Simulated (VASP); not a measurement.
Runs of VASP 6.6.1 on BaTiO3. The structure is that of space group Cm (No. 8), or close to it. The cells are those of the table. 

```csv
cell,gap on the mesh (eV),pressure (GPa),largest force (eV/Å)
"a = 4.060, b = 4.060, c = 15.179 Å, angles 90.2, 90.2, 89.7°, 15 atoms",0.14,-1.7,(c)
"a = 4.060, b = 4.060, c = 12.679 Å, angles 90.3, 90.3, 89.7°, 15 atoms",2.22,-1.2,0.87
"a = 4.060, b = 4.060, c = 12.429 Å, angles 90.3, 90.3, 89.7°, 15 atoms",(a),-0.2,(b)
"a = 4.060, b = 4.060, c = 11.879 Å, angles 90.3, 90.3, 89.7°, 15 atoms",2.47,6.2,1.78
```

Alike in all rows: task single point; level PBE; potentials or basis VASP PAW PBE potentials, release 64 (Ba_sv, Ti_sv, O); no spin polarisation; k mesh 6 × 6 × 2; cutoff (eV) 520; smearing gaussian 0.05 eV.

Problem. Estimate the missing entries.

Solution. (a) 2.42; (b) 0.61; (c) 1.26.

Caveats: spin-orbit coupling is left out, which moves the levels of the heavy elements; forces of over 1 eV/Å act on the atoms, so gaps and moduli don't describe the material at rest (some runs).

A k mesh can miss the band edges, and the runs leave out spin-orbit coupling on Ba.
